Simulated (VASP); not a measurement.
# GaP in VASP: single point with PBE

Aim: the single point of GaP with PBE.

All numbers are computed with VASP 6.6.1; they aren't measurements. Logs are shortened: lines on timing, memory, paths and dates and some standing lists are left out, and cuts for length are marked.

## (1) The cell of the first run

The cell holds a slab with vacuum, 14 atoms: a = 3.893 Å, b = 5.505 Å, c = 26.678 Å, α = 90.00°, β = 90.00°, γ = 90.00°.

## (2) Single point, PBE

Input file INCAR:

```
SYSTEM = GaP
PREC     = Accurate       ! precision mode
ENCUT    = 520            ! plane-wave cutoff, eV
EDIFF    = 1E-6           ! SCF threshold, eV
ISMEAR   = 0              ! smearing method
SIGMA    = 0.05           ! smearing width, eV
LREAL    = .False.        ! projectors in reciprocal space
LASPH    = .True.         ! aspherical terms in the spheres
NELM     = 80             ! most SCF steps
ALGO     = Normal         ! electronic algorithm
ISIF     = 2              ! what is computed and relaxed
LWAVE    = .False.        ! write WAVECAR
LCHARG   = .False.        ! write CHGCAR
LDIPOL   = .True.       
IDIPOL   = 3            
DIPOL    = 0.5 0.5 0.500
GGA      = PE             ! functional
NBANDS   = 76             ! bands
```

Input file KPOINTS:

```
Automatic mesh
0
Gamma
  7 5 1
  0 0 0
```

Input file POSCAR:

```
GaP
1.0
    3.8926748794      0.0000000000      0.0000000000
    0.0000000000      5.5050736083      0.0000000000
    0.0000000000      0.0000000000     26.6780246381
Ga P
7 7
Direct
    0.5000000000      0.5564965006      0.2968395602
    0.0000000000     -0.0165570327      0.3512938802
    0.5000000000      0.4874461472      0.4277427974
    0.0000000000     -0.0150114636      0.4999981978
    0.5000000000      0.4874761053      0.5722557981
    0.0000000000     -0.0165039466      0.6486981943
    0.5000000000      0.5565836753      0.7031619395
    0.0000000000      0.7646060288      0.2735180414
    0.5000000000      0.2337940692      0.3545395122
    0.0000000000      0.7388944497      0.4263776790
    0.5000000000      0.2352838065      0.5000015029
    0.0000000000      0.7389275948      0.5736257633
    0.5000000000      0.2338641967      0.6454673724
    0.0000000000      0.7646998687      0.7264797613
```

Potentials or basis: VASP PAW PBE potentials, release 64 (Ga_d, P).

Command:

```console
$ cat potpaw_PBE.64/Ga_d/POTCAR potpaw_PBE.64/P/POTCAR > POTCAR
$ mpirun -np 1 vasp_std > vasp.out
```

OUTCAR:

```text
SYSTEM = GaP
   PREC = Accurate
   ENCUT = 520
   EDIFF = 1E-6
   ISMEAR = 0
   LREAL = .False.
   LASPH = .True.
   NELM = 80
   ISIF = 2
   GGA = PE

 ion  position               nearest neighbor table
   1  0.500  0.556  0.297-   8 2.34   8 2.34   9 2.35
   2  0.000  0.983  0.351-   9 2.39   9 2.39   8 2.40  10 2.41
   3  0.500  0.487  0.428-  11 2.38  10 2.39  10 2.39   9 2.40
   4  0.000  0.985  0.500-  11 2.38  11 2.38  10 2.39  12 2.39
   5  0.500  0.487  0.572-  11 2.38  12 2.39  12 2.39  13 2.40
   6  0.000  0.983  0.649-  13 2.39  13 2.39  14 2.40  12 2.41
   7  0.500  0.557  0.703-  14 2.34  14 2.34  13 2.35
   8  0.000  0.765  0.274-   1 2.34   1 2.34   2 2.40
   9  0.500  0.234  0.355-   1 2.35   2 2.39   2 2.39   3 2.40
  10  0.000  0.739  0.426-   4 2.39   3 2.39   3 2.39   2 2.41
  11  0.500  0.235  0.500-   3 2.38   5 2.38   4 2.38   4 2.38
  12  0.000  0.739  0.574-   4 2.39   5 2.39   5 2.39   6 2.41
  13  0.500  0.234  0.645-   7 2.35   6 2.39   6 2.39   5 2.40
  14  0.000  0.765  0.726-   7 2.34   7 2.34   6 2.40

  LATTYP: Found a simple orthorhombic cell.
 ALAT       =     3.8926748794
 B/A-ratio  =     1.4142135624
 C/A-ratio  =     6.8533914248

  Lattice vectors:

 A1 = (   3.8926748794,   0.0000000000,   0.0000000000)
 A2 = (   0.0000000000,   5.5050736083,   0.0000000000)
 A3 = (   0.0000000000,   0.0000000000,  26.6780246381)

Analysis of symmetry for initial positions (statically):
=====================================================================
 Subroutine PRICEL returns:
 Original cell was already a primitive cell.

 Routine SETGRP: Setting up the symmetry group for a
 simple orthorhombic supercell.

 Subroutine GETGRP returns: Found  2 space group operations
 (whereof  2 operations were pure point group operations)
 out of a pool of  8 trial point group operations.

The static configuration has the point symmetry C_1h.

Analysis of symmetry for dynamics (positions and initial velocities):
=====================================================================
 Subroutine PRICEL returns:
 Original cell was already a primitive cell.

 Routine SETGRP: Setting up the symmetry group for a
 simple orthorhombic supercell.

 Subroutine GETGRP returns: Found  2 space group operations
 (whereof  2 operations were pure point group operations)
 out of a pool of  8 trial point group operations.

The dynamic configuration has the point symmetry C_1h.

 Subroutine INISYM returns: Found  2 space group operations
 (whereof  2 operations are pure point group operations),
 and found     1 'primitive' translations

----------------------------------------------------------------------------------------

                                     Primitive cell

  volume of cell :     571.6957

  direct lattice vectors                    reciprocal lattice vectors
     3.892674879  0.000000000  0.000000000     0.256892762  0.000000000  0.000000000
     0.000000000  5.505073608  0.000000000     0.000000000  0.181650614  0.000000000
     0.000000000  0.000000000 26.678024638     0.000000000  0.000000000  0.037484035

  length of vectors
     3.892674879  5.505073608 26.678024638     0.256892762  0.181650614  0.037484035

  position of ions in fractional coordinates (direct lattice)
     0.500000000  0.556496501  0.296839560
     0.000000000  0.983442967  0.351293880
     0.500000000  0.487446147  0.427742797
     0.000000000  0.984988536  0.499998198
     0.500000000  0.487476105  0.572255798
     0.000000000  0.983496053  0.648698194
     0.500000000  0.556583675  0.703161939
     0.000000000  0.764606029  0.273518041
     0.500000000  0.233794069  0.354539512
     0.000000000  0.738894450  0.426377679
     0.500000000  0.235283806  0.500001503
     0.000000000  0.738927595  0.573625763
     0.500000000  0.233864197  0.645467372
     0.000000000  0.764699869  0.726479761

  ion indices of the primitive-cell ions
   primitive index   ion index
                 1           1
                 2           2
                 3           3
                 4           4
                 5           5
                 6           6
                 7           7
                 8           8
                 9           9
                10          10
                11          11
                12          12
                13          13
                14          14

----------------------------------------------------------------------------------------

 KPOINTS: Automatic mesh

Automatic generation of k-mesh.
 Grid dimensions read from file:
 generate k-points for:    7    5    1

 Generating k-lattice:

  Cartesian coordinates                     Fractional coordinates (reciprocal lattice)
     0.036698966  0.000000000  0.000000000     0.142857143  0.000000000  0.000000000
     0.000000000  0.036330123  0.000000000     0.000000000  0.200000000  0.000000000
     0.000000000  0.000000000  0.037484035     0.000000000  0.000000000  1.000000000

  Length of vectors
     0.036698966  0.036330123  0.037484035

  Shift w.r.t. Gamma in fractional coordinates (k-lattice)
     0.000000000  0.000000000  0.000000000

 Subroutine IBZKPT returns following result:
 ===========================================

 Found     12 irreducible k-points:

 Following reciprocal coordinates:
            Coordinates               Weight
  0.000000  0.000000  0.000000      1.000000
  0.142857  0.000000  0.000000      2.000000
  0.285714  0.000000  0.000000      2.000000
  0.428571  0.000000  0.000000      2.000000
  0.000000  0.200000  0.000000      2.000000
  0.142857  0.200000  0.000000      4.000000
  0.285714  0.200000  0.000000      4.000000
  0.428571  0.200000  0.000000      4.000000
  0.000000  0.400000  0.000000      2.000000
  0.142857  0.400000  0.000000      4.000000
  0.285714  0.400000  0.000000      4.000000
  0.428571  0.400000  0.000000      4.000000
   k-points           NKPTS =     12   k-points in BZ     NKDIM =     12   number of bands    NBANDS=     76
   number of dos      NEDOS =    301   number of ions     NIONS =     14
   total plane-waves  NPLWV = 252000
   dimension x,y,z NGX =    30 NGY =   42 NGZ =  200
   dimension x,y,z NGXF=    60 NGYF=   84 NGZF=  400
   ions per type =               7   7
   NGX,Y,Z   is equivalent  to a cutoff of  12.81, 12.68, 12.46 a.u.
   NGXF,Y,Z  is equivalent  to a cutoff of  25.62, 25.37, 24.93 a.u.
 SYSTEM =  GaP
   PREC   = accura    normal or accurate (medium, high low for compatibility)
   ISTART =      0    job   : 0-new  1-cont  2-samecut
   ICHARG =      2    charge: 1-file 2-atom 10-const
   ISPIN  =      1    spin polarized calculation?
   LNONCOLLINEAR =      F non collinear calculations
   LSORBIT =      F    spin-orbit coupling
   LASPH  =      T    aspherical Exc in radial PAW
   ENCUT  =  520.0 eV  38.22 Ry    6.18 a.u.   7.24 10.24 49.60*2*pi/ulx,y,z
   NELM   =     80;   NELMIN=  2; NELMDL= -5     # of ELM steps
   EDIFF  = 0.1E-05   stopping-criterion for ELM
   LREAL  =      F    real-space projection
   EDIFFG = 0.1E-04   stopping-criterion for IOM
   NSW    =      0    number of steps for IOM
   IBRION =     -1    ionic relax: 0-MD 1-quasi-New 2-CG
   NFREE  =      0    steps in history (QN), initial steepest desc. (CG)
   ISIF   =      2    stress and relaxation
   ISYM   =      2    0-nonsym 1-usesym 2-fastsym
   POTIM  = 0.5000    time-step for ionic-motion
   TEBEG  =    0.0;   TEEND  =   0.0 temperature during run
   PSTRESS=    0.0 pullay stress
   NELECT =     126.0000    total number of electrons
   NUPDOWN=      -1.0000    fix difference up-down
   EMIN   =  10.00;   EMAX   =-10.00  energy-range for DOS
   EFERMI =   0.00;   METHOD = LEGACY
   ISMEAR =     0;   SIGMA  =   0.05  broadening in eV -4-tet -1-fermi 0-gaus
   EFERMI_NEDOS =   21; number of points for ismear=-14 and -15
   IALGO  =     38    algorithm
   IMIX   =      4    mixing-type and parameters
     AMIX     =   0.40;   BMIX     =  1.00
     AMIX_MAG =   1.60;   BMIX_MAG =  1.00
  volume/ion in A,a.u.               =      40.84       275.57
  Fermi-wavevector in a.u.,A,eV,Ry     =   0.988879  1.868711 13.304901  0.977883
  Thomas-Fermi vector in A             =   2.120438
   LORBIT       =      0    0 simple, 1 ext, 2 COOP (PROOUT), +10 PAW based schemes
   GGA     = PE    functional components
   LHFCALC =     F    Hartree Fock is set to
   AEXX    =    0.0000 exact exchange contribution
   IVDW    =     0    specifies the selected vdW correction
   LEPSILON=     F    determine dielectric tensor
   LRPA    =     F    only Hartree local field effects (RPA)
 non-spin polarized calculation
 Gauss-broadening in eV      SIGMA  =   0.05
  energy-cutoff  :      520.00
  volume of cell :      571.70
 maximum number of plane-waves:     15433
 NGX is ok and might be reduce to    30
   NGX = 15   NGY = 21   NGZ = 99

 dipolmoment           0.000000      0.000000     -0.000104 electrons x Angstroem

 number of electron     125.9999985 magnetization

 dipolmoment           0.000000      0.000000      0.000054 electrons x Angstroem

 Free energy of the ion-electron system (eV)
  ---------------------------------------------------
  ext. energy  EPLUGINS =         0.00000000
  ---------------------------------------------------
  free energy    TOTEN  =       -61.89037656 eV

  energy without entropy =      -61.89037656  energy(sigma->0) =      -61.89037656

 E-fermi :  -0.1483     XC(G=0):  -5.4923

 val. band max:       -0.3937324769   @ k =   0.0000   0.0000   0.0000
 cond. band min:       0.7724729361   @ k =   0.4286   0.0000   0.0000
 fundamental gap:      1.1662054130
 Fermi energy:        -0.1482641545

 k-point     1 :       0.0000    0.0000    0.0000
  band No.  band energies     occupation
      1     -15.1042      2.00000
      2     -15.1037      2.00000
      3     -15.0141      2.00000
      4     -15.0127      2.00000
      5     -14.9626      2.00000
      6     -14.9622      2.00000
[... 67 lines left out ...]
     74       3.6530      0.00000
     75       3.6950      0.00000

 k-point     2 :       0.1429    0.0000    0.0000
  band No.  band energies     occupation
      1     -15.1003      2.00000
      2     -15.0999      2.00000
      3     -15.0132      2.00000
      4     -15.0120      2.00000
      5     -14.9676      2.00000
      6     -14.9672      2.00000
[... 67 lines left out ...]
     74       3.5514      0.00000
     75       3.8581      0.00000

 k-point     3 :       0.2857    0.0000    0.0000
  band No.  band energies     occupation
      1     -15.0930      2.00000
      2     -15.0925      2.00000
      3     -15.0108      2.00000
      4     -15.0099      2.00000
      5     -14.9807      2.00000
      6     -14.9802      2.00000
[... 691 lines left out ...]
     74       4.2774      0.00000
     75       4.5081      0.00000

 k-point    12 :       0.4286    0.4000    0.0000
  band No.  band energies     occupation
      1     -15.0827      2.00000
      2     -15.0822      2.00000
      3     -15.0046      2.00000
      4     -15.0038      2.00000
      5     -14.9929      2.00000
      6     -14.9924      2.00000
[... 67 lines left out ...]
     74       4.1368      0.00000
     75       4.4787      0.00000
 [bands above 75 left out]

------------------------ aborting loop because EDIFF is reached ----------------------------------------

 vacuum level on the upper side and lower side of the slab       (xc-potential included)        -0.118        -0.119

  FORCE on cell =-STRESS in cart. coord.  units (eV):
  Direction    XX          YY          ZZ          XY          YZ          ZX
  --------------------------------------------------------------------------------------
  -------------------------------------------------------------------------------------
  Total       -2.0555443     -0.6071412      0.0347932      0.0000000     -0.0012690      0.0000000
  in kB       -5.7606632     -1.7015134      0.0975080      0.0000000     -0.0035563      0.0000000
  external PRESSURE =      -2.4548896 kB  Pullay stress =       0.0000000 kB

 VOLUME and BASIS-vectors are now :
 -----------------------------------------------------------------------------
  energy-cutoff  :      520.00
  volume of cell :      571.70
      direct lattice vectors                 reciprocal lattice vectors
     3.892674879  0.000000000  0.000000000     0.256892762  0.000000000  0.000000000
     0.000000000  5.505073608  0.000000000     0.000000000  0.181650614  0.000000000
     0.000000000  0.000000000 26.678024638     0.000000000  0.000000000  0.037484035

 POSITION                                       TOTAL-FORCE (eV/Angst)
 -----------------------------------------------------------------------------------
      1.94634      3.06355      7.91909         0.000000     -0.010445      0.013408
      0.00000      5.41393      9.37183         0.000000     -0.004325     -0.015985
      1.94634      2.68343     11.41133         0.000000      0.001210      0.000942
      0.00000      5.42243     13.33896         0.000000     -0.000897      0.000618
      1.94634      2.68359     15.26665         0.000000      0.001074      0.000245
      0.00000      5.41422     17.30599         0.000000     -0.003372      0.017537
      1.94634      3.06403     18.75897         0.000000     -0.010413     -0.013091
      0.00000      4.20921      7.29692         0.000000     -0.013153      0.000974
      1.94634      1.28705      9.45841         0.000000      0.020840     -0.012058
      0.00000      4.06767     11.37491         0.000000      0.005380     -0.000928
      1.94634      1.29525     13.33905         0.000000      0.002358     -0.000328
      0.00000      4.06785     15.30320         0.000000      0.005019     -0.001008
      1.94634      1.28744     17.21979         0.000000      0.020193      0.010668
      0.00000      4.20973     19.38104         0.000000     -0.013468     -0.000996
 -----------------------------------------------------------------------------------
    total drift:                                0.000000     -0.003088     -0.000050

  FREE ENERGIE OF THE ION-ELECTRON SYSTEM (eV)
  ---------------------------------------------------
  free  energy   TOTEN  =       -61.8903765588 eV

  energy  without entropy=      -61.8903765588  energy(sigma->0) =      -61.89037656

 vacuum level on the upper side and lower side of the slab         4.836         4.835
```

Run time: 17 min. Hardware: 1 thread of Intel Xeon Platinum 8488C (Sapphire Rapids), shared host; peak memory 0.76 GiB.

Results:

* Free energy: -61.8904 eV
* Largest force: 0.024 eV/Å
* Band gap on the k mesh: 1.17 eV (least direct gap 1.68 eV)

Forces in eV/Å, atoms in the order of the input:
```
Ga   0.000 -0.010  0.013
Ga   0.000 -0.004 -0.016
Ga   0.000  0.001  0.001
Ga   0.000 -0.001  0.001
Ga   0.000  0.001  0.000
Ga   0.000 -0.003  0.018
Ga   0.000 -0.010 -0.013
P    0.000 -0.013  0.001
P    0.000  0.021 -0.012
P    0.000  0.005 -0.001
P    0.000  0.002  0.000
P    0.000  0.005 -0.001
P    0.000  0.020  0.011
P    0.000 -0.013 -0.001
```
